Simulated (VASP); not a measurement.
Here is a VASP 6.6.1 calculation.

File INCAR:

```
SYSTEM = SnTe5
  ALGO = Normal
  EDIFF = 1E-7
  ENCUT = 520
  GGA = PE
  ISIF = 2
  ISMEAR = 0
  LASPH = .TRUE.
  LCHARG = .FALSE.
  LREAL = .FALSE.
  LWAVE = .FALSE.
  NBANDS = 31
  NELM = 80
  PREC = Accurate
  SIGMA = 0.1
```

File KPOINTS:

```
k-points
0
G
  3 3 3
  0 0 0
```

Contents of POSCAR:

```
SnTe5
1.0
    3.3726992700      1.9472288300      6.3527249700
   -3.3726992700      1.9472288300      6.3527249700
    0.0000000000     -3.8944576600      6.3527249700
Sn Te
1 5
Direct
    0.5000000000      0.5000000000      0.5000000000
    0.3397926800      0.0000000000      0.6602073200
    0.8332979700      0.8332979700      0.8332979700
    0.0000000000      0.6602073200      0.3397926800
    0.6602073200      0.3397926800      0.0000000000
    0.1667020300      0.1667020300      0.1667020300
```

Potentials or basis: VASP PAW PBE potentials, release 64 (Sn_d, Te).

Run with:

```console
$ cat potpaw_PBE.64/Sn_d/POTCAR potpaw_PBE.64/Te/POTCAR > POTCAR
$ mpirun -np 1 vasp_std > vasp.out
```

Q: What does it give for the pressure?

A: -7.5 GPa.

Q: Predict the band gap on the k mesh.

A: Zero (band 22 reaches 3.80 eV, above the bottom of band 23 at 3.41 eV).

Forces on the atoms (eV/Å):
```
Sn   0.000  0.000  0.000
Te   0.101  0.175  0.000
Te   0.000  0.000 -0.206
Te   0.101 -0.175  0.000
Te  -0.202  0.000  0.000
Te   0.000  0.000  0.206
```

Caveat: the k points lie up to 0.37 Å⁻¹ apart; spin-orbit coupling is left out, which moves the levels of the heavy elements.
